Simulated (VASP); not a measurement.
Crystal: W.

```
W
1.0
     2.81504    0.00000    0.00000
    -1.40752    2.43790    0.00000
     0.00000    0.00000    4.59790
W
2
Direct
  0.33333 0.66667 0.75000
  0.66667 0.33333 0.25000
```

This isn't the form of W at room conditions, which is bcc.

| Item | Value |
| --- | --- |
| Program | VASP 6.6.1 |
| Task | relaxation of cell and atoms |
| Functional | PBE |
| Potentials or basis | VASP PAW PBE potentials, release 64 (W_sv) |
| Cutoff | 600 eV |
| k mesh | 18 × 18 × 10 |
| Occupations | gaussian, width 0.05 eV |
| Spin | no spin polarisation |

At the start: pressure 12.9 GPa; volume 15.78 Å³/atom.

Question: How do energy, volume and symmetry change on relaxing?

Answer: Over 8 steps the energy falls by 92.2 meV/atom and the volume is 16.56 Å³/atom (+5.0 %); space group P6_3/mmc (No. 194, to 0.1 Å) before and after.

Step by step:
| step | energy change (eV) | largest force (eV/Å) | pressure (GPa) | volume (Å³) |
| --- | --- | --- | --- | --- |
| 1 | 0.0000 | 0.0000 | 12.94 | 31.55 |
| 2 | 0.2811 | 0.0000 | -28.30 | 37.68 |
| 3 | -0.0974 | 0.0000 | -4.75 | 33.52 |
| 4 | -0.1639 | 0.0000 | -2.16 | 33.53 |
| 5 | -0.1795 | 0.0000 | -3.46 | 33.55 |
| 6 | -0.1795 | 0.0000 | -3.57 | 33.55 |
| 7 | -0.1552 | 0.0000 | 9.37 | 32.09 |
| 8 | -0.1844 | 0.0000 | -0.07 | 33.12 |

Final structure:
```xyz
2
Lattice="2.7789 0.0000 0.0000 -1.3894 2.4066 0.0000 0.0000 0.0000 4.9523" Properties=species:S:1:pos:R:3 pbc="T T T"
W     0.0000    1.6044    3.7142
W     1.3894    0.8022    1.2381
```
